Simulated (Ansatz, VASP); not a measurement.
Given: the input of a run of VASP 6.6.1 on BeTe.

File INCAR:

```
  PREC = Accurate
  ENCUT = 520
  EDIFF = 1E-6
  ISMEAR = 0
  SIGMA = 0.013000000000000001
  LREAL = False
  LASPH = True
  NELM = 80
  ALGO = Normal
  ISIF = 2
  LWAVE = False
  LCHARG = False
  GGA = PE
  NBANDS = 11
```

The input KPOINTS:

```
Automatic mesh
0
Gamma
  8 8 8
```

The input POSCAR:

```
BeTe
1.0
    0.0000000000      2.7700000000      2.7700000000
    2.7700000000      0.0000000000      2.7700000000
    2.7700000000      2.7700000000      0.0000000000
Te Be
1 1
Direct
    0.7500000000      0.7500000000      0.7500000000
    0.0000000000      0.0000000000      0.0000000000
```

Potentials or basis: VASP PAW PBE potentials, release 64 (Te, Be).

The run is started by

```sh
$ cat potpaw_PBE.64/Te/POTCAR potpaw_PBE.64/Be/POTCAR > POTCAR
$ mpirun -np 1 vasp_std > vasp.out
```

Set up the same calculation for Ansatz 0.2.0. Potentials there: all-electron LAPW, scalar-relativistic.

As run (the cutoff follows the program's own potentials):

File input.yaml:

```yaml
crystal:
  lattice:
    - [0.0, 2.77, 2.77]
    - [2.77, 0.0, 2.77]
    - [2.77, 2.77, 0.0]
  atoms:
    - { symbol: Te, position: [0.75, 0.75, 0.75] }
    - { symbol: Be, position: [0.0, 0.0, 0.0] }
kpoints:
  mp_grid: { grid: [8, 8, 8] }
scf:
  occupations: { method: gaussian, width: 0.013 }
hamiltonian:
  xc: pbe
  pseudopotentials: { kind: all_electron, lapw: { basis_error: 0.001 } }
output:
  forces: true
  stress: true
  eigenvalues: true
```

Potentials or basis: all-electron LAPW, scalar-relativistic.

Launch:

```console
$ ansatz run input.yaml --threads 1 --pin off --max-ram 3072MiB --backend cpu --events-out ev --progress --plain --runs-dir out
```

Both were run:

|  | VASP | Ansatz | Ansatz less VASP |
| --- | --- | --- | --- |
| gap on the k mesh at the Fermi level (eV) | 1.85 | 1.86 | +0.016 |
| least direct gap on the mesh (eV) | 3.56 | 3.59 | +0.022 |
| pressure (GPa) | 4.5 | 4.3 | -0.18 |

Ansatz ran all-electron here, and VASP with PAW potentials.

Neither program's run includes spin-orbit coupling.
